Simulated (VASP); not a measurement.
Write the native input for VASP 6.6.1 that does the following.

```yaml
Task: single point
Functional: PBEsol
Potentials_or_basis: VASP PAW PBE potentials, release 64 (Pt, Se)
Cutoff: 520 eV
k_mesh: 6 × 6 × 4
Occupations: gaussian, width 0.1 eV
Spin: collinear spin
Starting_moments: "[1.0, 0.0, 0.0] μB"
Dipole_correction: no
Further_INCAR_settings: ALGO = Normal; EDIFF = 1e-06; NBANDS = 22
```

The structure of PtSe2 lies in POSCAR:

```
PtSe2
1.0
    3.7240000000      0.0000000000      0.0000000000
   -1.8620000000      3.2250786037      0.0000000000
    0.0000000000      0.0000000000      5.0620000000
Pt Se
1 2
Direct
    0.0000000000      0.0000000000      0.0000000000
    0.3333333333      0.6666666667      0.2500000000
    0.6666666667      0.3333333333      0.7500000000
```

The input as run:

INCAR

```
SYSTEM = PtSe2
PREC = Accurate
ENCUT = 520
EDIFF = 1E-6
ISMEAR = 0
SIGMA = 0.1
LREAL = .FALSE.
LASPH = .TRUE.
NELM = 150
ALGO = Normal
ISIF = 2
LWAVE = .FALSE.
LCHARG = .TRUE.
ISPIN = 2
MAGMOM = 1 0 0
LORBIT = 11
LMAXMIX = 4
GGA = PS
LELF = .TRUE.
LVHAR = .TRUE.
NBANDS = 22
```

KPOINTS

```
regular mesh
0
G
  6 6 4
  0 0 0
```

Potentials or basis: VASP PAW PBE potentials, release 64 (Pt, Se).

Run with:

```bash
$ cat potpaw_PBE.64/Pt/POTCAR potpaw_PBE.64/Se/POTCAR > POTCAR
$ mpirun -np 1 vasp_std > vasp.out
```

Results of the run:

```yaml
Pressure: 2.2 GPa
Largest_force: 0.345 eV/Å
Band_gap_on_the_k_mesh: zero (filled and empty bands overlap)
Net_moment: 0.00 μB per cell
Valence_electrons_inside_the_program's_atomic_spheres: Pt 9.45; Se 3.79
```

Caveat: the PAW data sets were made with another functional, which shifts forces and pressure a little; spin-orbit coupling is left out, which moves the levels of the heavy elements.

Wall time 72 s on 1 thread of Intel Xeon 8259CL, on a shared host, peak memory 0.23 GiB.
